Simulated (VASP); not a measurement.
Input of a VASP 6.6.1 run:

File POSCAR:

```
GaN
1.0
    0.0000000000      2.2742384953      2.2742384953
    2.2742384953      0.0000000000      2.2742384953
    2.2742384953      2.2742384953      0.0000000000
Ga N
1 1
Direct
    0.0000000000      0.0000000000      0.0000000000
    0.7500000000      0.7500000000      0.7500000000
```

Contents of INCAR.step1:

```
ALGO = Normal ; EDIFF = 1E-5
ENCUT = 1460 ; GGA = PE
GGA_COMPAT = F ; ISMEAR = 0
LASPH = T ; LCHARG = F
LREAL = F ; LWAVE = T
NBANDS = 16 ; NELM = 120
PREC = Accurate ; SIGMA = 0.02
```

The input INCAR.step2:

```
ALGO = Normal ; EDIFF = 1E-6
ENCUT = 1460 ; GGA_COMPAT = F
ISIF = 2 ; ISMEAR = 0
ISTART = 1 ; LASPH = T
LCHARG = F ; LMIXTAU = T
LREAL = F ; LWAVE = F
METAGGA = R2SCAN ; NBANDS = 16
NELM = 120 ; PREC = Accurate
SIGMA = 0.02
```

File KPOINTS:

```
k-points
0
Gamma
  10 10 10
```

Potentials or basis: VASP PAW PBE potentials, release 64 (Ga_d, N_h).

The run is started by

```bash
$ cat potpaw_PBE.64/Ga_d/POTCAR potpaw_PBE.64/N_h/POTCAR > POTCAR
$ cp INCAR.step1 INCAR
$ mpirun -np 1 vasp_std > vasp.out
$ cp INCAR.step2 INCAR
$ mpirun -np 1 vasp_std > vasp.out
```

(1) What does it give for the pressure?

(2) What does it give for the band gap on the k mesh?

Answers

(1) -5.1 GPa.

(2) 1.94 eV.

Caveat: the cell stands under tension; the PAW data sets were made with another functional, which shifts forces and pressure a little.
